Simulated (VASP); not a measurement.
CaO: single point with PBE

Crystal: CaO.

```
CELL_PARAMETERS angstrom
-0.00599 2.39755 2.39755
2.39755 -0.00599 2.39755
2.39156 2.39156 0.00000
ATOMIC_POSITIONS crystal
Ca 0.00000 0.00000 0.00000
O 0.50000 0.50000 0.50000
```

This cell differs from its parent crystal: shear xy strain -0.5%.

```json
{"Program": "VASP 6.6.1", "Task": "single point", "Functional": "PBE", "Potentials or basis": "VASP PAW PBE potentials, release 64 (Ca_sv, O)", "Cutoff": "520 eV", "k mesh": "10 × 10 × 10", "Occupations": "fermi-dirac, width 0.02 eV", "Spin": "no spin polarisation"}
```

```yaml
Pressure: 3.1 GPa
Band_gap_on_the_k_mesh: 3.62 eV (least direct gap 3.99 eV)
```

Stress tensor (GPa, compression positive):
```
3.05 0.38 0.00
0.38 3.05 0.00
0.00 0.00 3.05
```

Levels at points of the mesh, in eV from the valence-band top:
| k point | band 4 | band 5 | band 6 | band 7 | band 8 | band 9 | band 10 | band 11 | band 12 | band 13 |
| --- | --- | --- | --- | --- | --- | --- | --- | --- | --- | --- |
| (0.00, 0.00, 0.00) | -18.38 | -15.55 | -0.02 | -0.01 | 0.00 | 4.76 | 6.21 | 6.23 | 6.26 | 7.75 |
| (0.50, 0.00, 0.00) | -18.43 | -14.33 | -2.66 | -1.23 | -1.21 | 7.07 | 8.36 | 8.39 | 8.55 | 10.47 |
| (0.50, 0.50, 0.00) | -18.61 | -15.32 | -1.31 | -0.39 | -0.37 | 3.62 | 8.09 | 8.92 | 9.57 | 9.58 |
| (0.00, 0.00, 0.50) | -18.43 | -14.33 | -2.66 | -1.24 | -1.22 | 7.08 | 8.38 | 8.41 | 8.55 | 10.47 |
| (0.50, 0.00, 0.50) | -18.61 | -15.32 | -1.31 | -0.38 | -0.38 | 3.62 | 8.09 | 8.92 | 9.57 | 9.57 |

Wall time 41 s on 1 thread of Intel(R) Xeon(R) Platinum 8488C (Sapphire Rapids), on a shared host, peak memory 0.21 GiB.

Caveat: the cell differs from its parent crystal (shear xy strain -0.5%); the cell stands under pressure. A k mesh can miss the band edges.
